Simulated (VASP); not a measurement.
S:

```xyz
8
Lattice="3.8992 0.0000 0.0000 -1.9496 3.3768 0.0000 0.0000 0.0000 19.2205" Properties=species:S:1:pos:R:3 pbc="T T T"
S     0.0000    0.0000    2.0861
S     0.0000    0.0000   11.6964
S     0.0000    0.0000    7.5241
S     0.0000    0.0000   17.1344
S     0.0000    2.2512    2.6738
S     1.9496    1.1256   12.2841
S     0.0000    2.2512    6.9364
S     1.9496    1.1256   16.5467
```

```yaml
Program: VASP 6.6.1
Task: relaxation of cell and atoms
Functional: PBE
Potentials_or_basis: VASP PAW PBE potentials, release 64 (S)
Cutoff: 600 eV
k_mesh: 12 × 12 × 2
Occupations: gaussian, width 0.1 eV
Spin: no spin polarisation
```

At the start: pressure 0.5 GPa; volume 31.63 Å³/atom.

Q: Where does the relaxation end?

A: Over 7 steps the energy falls by 3.9 meV/atom and the volume is 32.04 Å³/atom (+1.3 %); space group P6_3/mmc (No. 194, to 0.05 Å).

Step by step:
| step | energy change (eV) | largest force (eV/Å) | pressure (GPa) | volume (Å³) |
| --- | --- | --- | --- | --- |
| 1 | 0.0000 | 0.1733 | 0.50 | 253.08 |
| 2 | -0.0227 | 0.1553 | -0.12 | 256.73 |
| 3 | -0.0240 | 0.1422 | -0.31 | 257.76 |
| 4 | -0.0312 | 0.0084 | -0.06 | 256.71 |
| 5 | -0.0312 | 0.0002 | -0.05 | 256.64 |
| 6 | -0.0312 | 0.0029 | -0.04 | 256.62 |
| 7 | -0.0313 | 0.0002 | 0.02 | 256.32 |

Final structure:
```
CELL_PARAMETERS angstrom
3.93498 0.00000 0.00000
-1.96749 3.40780 0.00000
0.00000 0.00000 19.11468
ATOMIC_POSITIONS crystal
S 0.00000 0.00000 0.10965
S 0.00000 0.00000 0.60965
S 0.00000 0.00000 0.39035
S 0.00000 0.00000 0.89035
S 0.33333 0.66667 0.13800
S 0.66667 0.33333 0.63800
S 0.33333 0.66667 0.36200
S 0.66667 0.33333 0.86200
```

Caveat: this functional lacks dispersion, which binds the layers, so the pressure and a relaxed spacing across them are unreliable.
